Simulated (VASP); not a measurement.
Input of a VASP 6.6.1 run:

The input INCAR:

```
SYSTEM = La
  PREC = Accurate
  ENCUT = 600
  EDIFF = 1E-6
  ISMEAR = -1
  SIGMA = 0.05
  LREAL = .False.
  LASPH = .True.
  NELM = 100
  ALGO = Normal
  ISIF = 3
  LWAVE = .False.
  LCHARG = .False.
  GGA = PE
  IBRION = 2
  NSW = 60
  EDIFFG = -0.005
  PSTRESS = 650.0
```

KPOINTS

```
regular mesh
0
Gamma
  12 12 12
  0 0 0
```

POSCAR

```
La
1.0
    0.0000000000      2.6847865536      2.6847865536
    2.6847865536      0.0000000000      2.6847865536
    2.6847865536      2.6847865536      0.0000000000
La
2
Direct
   -0.1250000000     -0.1250000000     -0.1250000000
    0.1250000000      0.1250000000      0.1250000000
```

Potentials or basis: VASP PAW PBE potentials, release 64 (La).

Run with:

```sh
$ cat potpaw_PBE.64/La/POTCAR > POTCAR
$ mpirun -np 1 vasp_std > vasp.out
```

**Question.** Estimate the relaxed volume.

**Answer.** 23.72 Å³/atom.

**Question.** Predict the band gap on the k mesh.

**Answer.** Zero (bands 11 and 12 overlap by 0.27 eV).

**Question.** What does it give for the space group after relaxing (to 0.1 Å)?

**Answer.** Fd-3m (No. 227).

Final structure:
```xyz
2
Lattice="0.0000 2.8733 2.8733 2.8733 0.0000 2.8733 2.8733 2.8733 0.0000" Properties=species:S:1:pos:R:3 pbc="T T T"
La    5.0283    5.0283    5.0283
La    0.7183    0.7183    0.7183
```

Caveat: the cell is relaxed towards a set pressure, so the run minimises the enthalpy, not the energy; the volume moved by over 15 % at a fixed basis, so the end points are rough; spin-orbit coupling is left out, which moves the levels of the heavy elements.
